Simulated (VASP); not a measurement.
A run of VASP 6.6.1 is set up as follows.

INCAR

```
  ALGO = Fast
  EDIFF = 1E-7
  ENCUT = 520
  GGA = PE
  ISIF = 2
  ISMEAR = -1
  LASPH = True
  LCHARG = True
  LELF = True
  LREAL = False
  LVHAR = True
  LWAVE = False
  NBANDS = 18
  NELM = 100
  PREC = Accurate
  SIGMA = 0.05
```

Contents of KPOINTS:

```
k-points
0
Gamma
  8 8 8
```

POSCAR

```
InPd
1.0
    3.2718847800      0.0000000000      0.0000000000
    0.0000000000      3.2718847800      0.0000000000
    0.0000000000      0.0000000000      3.2718847800
In Pd
1 1
Direct
    0.0000000000      0.0000000000      0.0000000000
    0.5000000000      0.5000000000      0.5000000000
```

Potentials or basis: VASP PAW PBE potentials, release 64 (In_d, Pd).

Launch:

```bash
$ cat potpaw_PBE.64/In_d/POTCAR potpaw_PBE.64/Pd/POTCAR > POTCAR
$ mpirun -np 1 vasp_std > vasp.out
```

Task: Estimate the pressure.

Result: 3.7 GPa.
